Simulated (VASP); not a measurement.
# Ti in VASP: a series of runs

Runs on Ti. Level: PBE. Tasks: single point.

All numbers are computed with VASP 6.6.1; they aren't measurements. Logs are shortened: lines on timing, memory, paths and dates and some standing lists are left out, and cuts for length are marked.

### 1 The cell of the first run

The structure is tetragonal, space group I4/mmm (No. 139). Conventional cell: a = 3.255 Å, b = 3.255 Å, c = 2.930 Å, α = 90.00°, β = 90.00°, γ = 90.00°. Ti (site symmetry 4/mmm) has 14 Ti at 2.73 to 3.26 Å within 3.6 Å.

### 2 Single point, PBE (engineering shear strain xy +0.0000, normal strain along z -0.1000)

The input, INCAR:

```
SYSTEM = Ti
  PREC = Accurate
  ENCUT = 520
  EDIFF = 1E-6
  ISMEAR = 0
  SIGMA = 0.15
  LREAL = .FALSE.
  LASPH = .TRUE.
  NELM = 100
  ALGO = Normal
  ISIF = 2
  LWAVE = .FALSE.
  LCHARG = .FALSE.
  GGA = PE
  NBANDS = 12
```

The input, KPOINTS:

```
Automatic mesh
0
G
  20 20 20
  0 0 0
```

The input, POSCAR:

```
Ti
1.0
   -1.6276186075      1.6276186075      1.4648567468
    1.6276186075     -1.6276186075      1.4648567468
    1.6276186075      1.6276186075     -1.4648567468
Ti
1
Direct
    0.0000000000      0.0000000000      0.0000000000
```

Potentials or basis: VASP PAW PBE potentials, release 64 (Ti_sv).

Command:

```
$ cat potpaw_PBE.64/Ti_sv/POTCAR > POTCAR
$ mpirun -np 1 vasp_std > vasp.out
```

OUTCAR:

```text
SYSTEM = Ti
   PREC = Accurate
   ENCUT = 520
   EDIFF = 1E-6
   ISMEAR = 0
   LREAL = .FALSE.
   LASPH = .TRUE.
   NELM = 100
   ISIF = 2
   GGA = PE

 ion  position               nearest neighbor table
   1  0.000  0.000  0.000-

  LATTYP: Found a body centered tetragonal cell.
 ALAT       =     3.2552372150
 C/A-ratio  =     0.9000000000

  Lattice vectors:

 A1 = (  -1.6276186075,   1.6276186075,   1.4648567468)
 A2 = (   1.6276186075,  -1.6276186075,   1.4648567468)
 A3 = (   1.6276186075,   1.6276186075,  -1.4648567468)

Analysis of symmetry for initial positions (statically):
=====================================================================
 Subroutine PRICEL returns:
 Original cell was already a primitive cell.

 Routine SETGRP: Setting up the symmetry group for a
 body centered tetragonal supercell.

 Subroutine GETGRP returns: Found 16 space group operations
 (whereof 16 operations were pure point group operations)
 out of a pool of 16 trial point group operations.

The static configuration has the point symmetry D_4h.

Analysis of symmetry for dynamics (positions and initial velocities):
=====================================================================
 Subroutine PRICEL returns:
 Original cell was already a primitive cell.

 Routine SETGRP: Setting up the symmetry group for a
 body centered tetragonal supercell.

 Subroutine GETGRP returns: Found 16 space group operations
 (whereof 16 operations were pure point group operations)
 out of a pool of 16 trial point group operations.

The dynamic configuration has the point symmetry D_4h.

 Subroutine INISYM returns: Found 16 space group operations
 (whereof 16 operations are pure point group operations),
 and found     1 'primitive' translations

----------------------------------------------------------------------------------------

                                     Primitive cell

  volume of cell :      15.5225

  direct lattice vectors                    reciprocal lattice vectors
    -1.627618608  1.627618608  1.464856747     0.000000000  0.307197274  0.341330305
     1.627618608 -1.627618608  1.464856747     0.307197274  0.000000000  0.341330305
     1.627618608  1.627618608 -1.464856747     0.307197274  0.307197274  0.000000000

  length of vectors
     2.728385961  2.728385961  2.728385961     0.459212960  0.459212960  0.434442552

  position of ions in fractional coordinates (direct lattice)
     0.000000000  0.000000000  0.000000000

  ion indices of the primitive-cell ions
   primitive index   ion index
                 1           1

----------------------------------------------------------------------------------------

[... 82 lines left out ...]
   EMIN   =  10.00;   EMAX   =-10.00  energy-range for DOS
   EFERMI =   0.00;   METHOD = LEGACY
   ISMEAR =     0;   SIGMA  =   0.15  broadening in eV -4-tet -1-fermi 0-gaus
   EFERMI_NEDOS =   21; number of points for ismear=-14 and -15
   IALGO  =     38    algorithm
   IMIX   =      4    mixing-type and parameters
     AMIX     =   0.40;   BMIX     =  1.00
     AMIX_MAG =   1.60;   BMIX_MAG =  1.00
  volume/ion in A,a.u.               =      15.52       104.75
  Fermi-wavevector in a.u.,A,eV,Ry     =   1.502502  2.839317 30.715325  2.257513
  Thomas-Fermi vector in A             =   2.613734
   LORBIT       =      0    0 simple, 1 ext, 2 COOP (PROOUT), +10 PAW based schemes
   GGA     = PE    functional components
   LHFCALC =     F    Hartree Fock is set to
   AEXX    =    0.0000 exact exchange contribution
   IVDW    =     0    specifies the selected vdW correction
   LEPSILON=     F    determine dielectric tensor
   LRPA    =     F    only Hartree local field effects (RPA)
 non-spin polarized calculation
 Gauss-broadening in eV      SIGMA  =   0.15
  energy-cutoff  :      520.00
  volume of cell :       15.52
 maximum number of plane-waves:       432
   NGX = 11   NGY = 11   NGZ = 11

 number of electron      12.0000004 magnetization

 Free energy of the ion-electron system (eV)
  ---------------------------------------------------
  ext. energy  EPLUGINS =         0.00000000
  ---------------------------------------------------
  free energy    TOTEN  =        -7.68248257 eV

  energy without entropy =       -7.66124825  energy(sigma->0) =       -7.67186541

 E-fermi :   9.3451     XC(G=0): -12.0316

 val. band max:        9.3397569972   @ k =  -0.1500  -0.4000   0.1500
 cond. band min:       9.3483069988   @ k =   0.4500   0.3500   0.0500
 fundamental gap:      0.0085500016
 Fermi energy:         9.3451231666

 k-point     1 :       0.0000    0.0000    0.0000
  band No.  band energies     occupation
      1     -47.0297      2.00000
      2     -22.7299      2.00000
      3     -22.7299      2.00000
      4     -22.7183      2.00000
      5       3.1326      2.00000
      6       9.8266      0.00001
      7      10.7568      0.00000
      8      10.7568      0.00000
      9      11.7617      0.00000
     10      12.8562      0.00000
     11      26.8989      0.00000
     12      26.8989      0.00000
[... 331 lines left out ...]
 k-point    24 :      -0.3500    0.0500   -0.0000
  band No.  band energies     occupation
      1     -46.8728      2.00000
      2     -23.4269      2.00000
      3     -22.9590      2.00000
      4     -22.7711      2.00000
      5       6.1359      2.00000
      6       8.9210      1.99994
      7       9.7994      0.00002
      8      12.4375      0.00000
      9      12.5905      0.00000
     10      12.9928      0.00000
     11      22.8686      0.00000
     12      24.6680      0.00000

 [... further k-points ...]

------------------------ aborting loop because EDIFF is reached ----------------------------------------

  FORCE on cell =-STRESS in cart. coord.  units (eV):
  Direction    XX          YY          ZZ          XY          YZ          ZX
  --------------------------------------------------------------------------------------
  -------------------------------------------------------------------------------------
  Total        1.3497390      1.3497390      1.1231851      0.0000000      0.0000000     -0.0000000
  in kB      139.3156648    139.3156648    115.9315082      0.0000000      0.0000000     -0.0000000
  external PRESSURE =     131.5209459 kB  Pullay stress =       0.0000000 kB

 VOLUME and BASIS-vectors are now :
 -----------------------------------------------------------------------------
  energy-cutoff  :      520.00
  volume of cell :       15.52
      direct lattice vectors                 reciprocal lattice vectors
    -1.627618608  1.627618608  1.464856747     0.000000000  0.307197274  0.341330305
     1.627618608 -1.627618608  1.464856747     0.307197274  0.000000000  0.341330305
     1.627618608  1.627618608 -1.464856747     0.307197274  0.307197274  0.000000000

 POSITION                                       TOTAL-FORCE (eV/Angst)
 -----------------------------------------------------------------------------------
      0.00000      0.00000      0.00000        -0.000000      0.000000     -0.000000
 -----------------------------------------------------------------------------------
    total drift:                                0.000000     -0.000000      0.000000

  FREE ENERGIE OF THE ION-ELECTRON SYSTEM (eV)
  ---------------------------------------------------
  free  energy   TOTEN  =        -7.6824825682 eV

  energy  without entropy=       -7.6612482510  energy(sigma->0) =       -7.67186541
```

Wall time 2.2 min (1 thread of Intel Xeon 8259CL, shared host); peak memory 0.22 GiB.

Results:

* Free energy: -7.6825 eV
* Pressure: 13.2 GPa
* Band gap on the k mesh: zero (bands 6 and 7 overlap by 1.52 eV)

Stress tensor (GPa, compression positive):
```
13.93  0.00  0.00
 0.00 13.93  0.00
 0.00  0.00 11.59
```

Caveat: the cell differs from its parent crystal (engineering shear strain xy +0.0000, normal strain along z -0.1000); the cell stands under pressure.

### 3 Single point, PBE (engineering shear strain xy -0.0733, normal strain along z -0.1500)

The input, INCAR:

```
SYSTEM = Ti
PREC = Accurate ; ENCUT = 520
EDIFF = 1E-6 ; ISMEAR = 0
SIGMA = 0.15 ; LREAL = .False.
LASPH = .True. ; NELM = 60
ALGO = Fast ; ISIF = 2
LWAVE = .False. ; LCHARG = .True.
GGA = PE ; LELF = .True.
LVHAR = .True. ; NBANDS = 12
```

The input, KPOINTS:

```
Automatic mesh
0
Gamma
  20 20 20
  0 0 0
```

The input, POSCAR:

```
Ti
1.0
   -1.6872708295      1.6872708295      1.3834758164
    1.6872708295     -1.6872708295      1.3834758164
    1.5679663855      1.5679663855     -1.3834758164
Ti
1
Direct
    0.0000000000      0.0000000000      0.0000000000
```

Potentials or basis: VASP PAW PBE potentials, release 64 (Ti_sv).

Command:

```
$ cat potpaw_PBE.64/Ti_sv/POTCAR > POTCAR
$ mpirun -np 1 vasp_std > vasp.out
```

It took 6.3 min on 1 thread of Intel Xeon 8259CL, shared host; peak memory 0.31 GiB.

The run converged. Its results:

| Property | Result |
| --- | --- |
| Free energy | -7.5777 eV |
| Pressure | 22.1 GPa |
| Band gap on the k mesh | zero (bands 6 and 7 overlap by 1.41 eV) |

Stress tensor (GPa, compression positive):
```
22.04  3.57  0.00
 3.57 22.04  0.00
 0.00  0.00 22.28
```

Levels at points of the mesh, in eV from the Fermi level:
```tsv
k point	band 3	band 4	band 5	band 6	band 7	band 8	band 9	band 10
(0.00, 0.00, 0.00)	-31.85	-31.80	-6.31	0.07	1.33	2.15	2.19	3.96
(0.50, 0.00, 0.00)	-32.25	-31.98	-2.98	-1.18	2.34	3.15	4.51	5.11
(0.50, 0.50, 0.00)	-32.02	-31.77	-2.91	0.39	0.42	2.27	3.61	4.85
(0.00, 0.00, 0.50)	-32.18	-31.90	-2.87	0.80	1.49	1.86	2.77	5.29
(0.50, 0.50, 0.50)	-32.60	-32.39	-3.03	-2.58	4.33	4.98	5.03	8.09
```

Caveat: the cell differs from its parent crystal (engineering shear strain xy -0.0733, normal strain along z -0.1500); the cell stands under pressure.

### 4 Single point, PBE (engineering shear strain xy -0.0733, normal strain along z +0.0500)

The input, INCAR:

```
PREC = Accurate
ENCUT = 520
EDIFF = 1E-6
ISMEAR = 0
SIGMA = 0.15
LREAL = F
LASPH = T
NELM = 100
ALGO = Fast
ISIF = 2
LWAVE = F
LCHARG = F
GGA = PE
NBANDS = 12
```

The input, KPOINTS:

```
regular mesh
0
Gamma
  20 20 20
```

The input, POSCAR:

```
Ti
1.0
   -1.6872708295      1.6872708295      1.7089995379
    1.6872708295     -1.6872708295      1.7089995379
    1.5679663855      1.5679663855     -1.7089995379
Ti
1
Direct
    0.0000000000      0.0000000000      0.0000000000
```

Command:

```
$ cat potpaw_PBE.64/Ti_sv/POTCAR > POTCAR
$ mpirun -np 1 vasp_std > vasp.out
```

Run time: 8.6 min. Hardware: 1 thread of Intel Xeon 8259CL, shared host; peak memory 0.35 GiB.

Results (log left out):

```
Free energy            : -7.7171 eV
Pressure               : -4.8 GPa
Band gap on the k mesh : zero (bands 6 and 7 overlap by 1.38 eV)
```

Stress tensor (GPa, compression positive):
```
-5.32  2.31  0.00
 2.31 -5.32  0.00
 0.00  0.00 -3.74
```

Levels at points of the mesh, in eV from the Fermi level:
```csv
k point,band 4,band 5,band 6,band 7,band 8,band 9
"(0.00, 0.00, 0.00)",-32.48,-5.86,0.50,1.08,1.20,2.44
"(0.50, 0.00, 0.00)",-32.50,-2.35,-0.24,0.94,2.41,2.96
"(0.50, 0.50, 0.00)",-32.51,-2.41,-0.72,0.75,3.04,3.24
"(0.00, 0.00, 0.50)",-32.56,-2.32,-0.53,1.80,2.68,2.81
"(0.50, 0.50, 0.50)",-32.84,-2.05,-1.88,3.44,3.64,4.04
```

Caveat: the cell differs from its parent crystal (engineering shear strain xy -0.0733, normal strain along z +0.0500); the cell stands under tension.

### 5 Single point, PBE (engineering shear strain xy -0.0733, normal strain along z +0.1000)

The input, INCAR:

```
SYSTEM = Ti
PREC = Accurate
ENCUT = 520
EDIFF = 1E-6
ISMEAR = 0
SIGMA = 0.15
LREAL = .FALSE.
LASPH = .TRUE.
NELM = 100
ALGO = Fast
ISIF = 2
LWAVE = .FALSE.
LCHARG = .TRUE.
GGA = PE
LELF = .TRUE.
LVHAR = .TRUE.
NBANDS = 12
```

The input, KPOINTS:

```
Automatic mesh
0
G
  20 20 20
  0 0 0
```

The input, POSCAR:

```
Ti
1.0
   -1.6872708295      1.6872708295      1.7903804682
    1.6872708295     -1.6872708295      1.7903804682
    1.5679663855      1.5679663855     -1.7903804682
Ti
1
Direct
    0.0000000000      0.0000000000      0.0000000000
```

Command:

```
$ cat potpaw_PBE.64/Ti_sv/POTCAR > POTCAR
$ mpirun -np 1 vasp_std > vasp.out
```

Run time: 11 min. Hardware: 1 thread of Intel Xeon 8259CL, shared host; peak memory 0.36 GiB.

The run converged. Its results:

```
Free energy            : -7.6895 eV
Pressure               : -8.5 GPa
Band gap on the k mesh : zero (bands 6 and 7 overlap by 1.29 eV)
```

Stress tensor (GPa, compression positive):
```
-9.35  1.90  0.00
 1.90 -9.35  0.00
 0.00  0.00 -6.69
```

Levels at points of the mesh, in eV from the Fermi level:
| k point | band 2 | band 3 | band 4 | band 5 | band 6 | band 7 | band 8 | band 9 | band 10 | band 11 |
| --- | --- | --- | --- | --- | --- | --- | --- | --- | --- | --- |
| (0.00, 0.00, 0.00) | -32.71 | -32.67 | -32.66 | -5.77 | 0.41 | 1.06 | 1.21 | 2.09 | 2.79 | 15.90 |
| (0.50, 0.00, 0.00) | -33.20 | -32.83 | -32.67 | -2.27 | -0.09 | 0.74 | 2.02 | 2.85 | 3.69 | 7.65 |
| (0.50, 0.50, 0.00) | -33.15 | -32.81 | -32.70 | -2.31 | -0.87 | 0.82 | 3.02 | 3.11 | 3.68 | 7.73 |
| (0.00, 0.00, 0.50) | -33.21 | -32.92 | -32.73 | -2.21 | -0.72 | 1.86 | 2.70 | 2.74 | 4.00 | 8.88 |
| (0.50, 0.50, 0.50) | -33.10 | -33.06 | -32.94 | -1.98 | -1.70 | 3.24 | 3.36 | 3.80 | 6.05 | 8.51 |

Caveat: the cell differs from its parent crystal (engineering shear strain xy -0.0733, normal strain along z +0.1000); the cell stands under tension.

### 6 The runs side by side

| cell | gap on the mesh (eV) | pressure (GPa) |
| --- | --- | --- |
| a = 2.728 Å, angles 106.8, 106.8, 115.1°, 1 atom | none | 13.2 |
| a = 2.758, b = 2.758, c = 2.614 Å, angles 105.4, 105.4, 119.8°, 1 atom | none | 22.1 |
| a = 2.935, b = 2.935, c = 2.800 Å, angles 110.8, 110.8, 108.8°, 1 atom | none | -4.8 |
| a = 2.983, b = 2.983, c = 2.850 Å, angles 112.1, 112.1, 106.2°, 1 atom | none | -8.5 |

Alike in all rows: task single point; level PBE; potentials or basis VASP PAW PBE potentials, release 64 (Ti_sv); no spin polarisation; k mesh 20 × 20 × 20; cutoff (eV) 520; smearing gaussian 0.15 eV.

Caveats: the cell stands under pressure (at least some runs); the cell stands under tension (at least some runs).

Absolute energies hang on the potentials; compare differences alone.
